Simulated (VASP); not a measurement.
Here is a VASP 6.6.1 calculation.

INCAR

```
ALGO = Normal
EDIFF = 1E-6
ENCUT = 520
ISIF = 2
ISMEAR = 0
LASPH = T
LCHARG = T
LELF = T
LREAL = F
LVHAR = T
LWAVE = F
NBANDS = 28
NELM = 60
PREC = Accurate
SIGMA = 0.1
```

Contents of KPOINTS:

```
k-points
0
Gamma
  6 6 4
```

File POSCAR:

```
Hf
1.0
    4.8948308294      0.0000000000      0.0000000000
   -2.4474154147      4.2390478455      0.0000000000
    0.0000000000      0.0000000000      5.4365990455
Hf
4
Direct
    0.3333333333      0.6666666667     -0.0001408581
    0.6666666667      0.3333333333      0.4998591419
    0.3333333333      0.6666666667      0.5001408581
    0.6666666667      0.3333333333      1.0001408581
```

Potentials or basis: VASP PAW LDA potentials, release 64 (Hf_pv).

The run is started by

```sh
$ cat potpaw_LDA.64/Hf_pv/POTCAR > POTCAR
$ mpirun -np 1 vasp_std > vasp.out
```

Question: Predict the largest force.

Answer: 0.022 eV/Å.

Question: What does it give for the band gap on the k mesh?

Answer: Zero (bands 20 and 21 overlap by 0.85 eV).

Question: What does it give for the pressure?

Answer: -0.1 GPa.

Stress tensor (GPa, compression positive):
```
 0.03  0.00  0.00
 0.00  0.03  0.00
 0.00  0.00 -0.34
```

Caveat: spin-orbit coupling is left out, which moves the levels of the heavy elements.
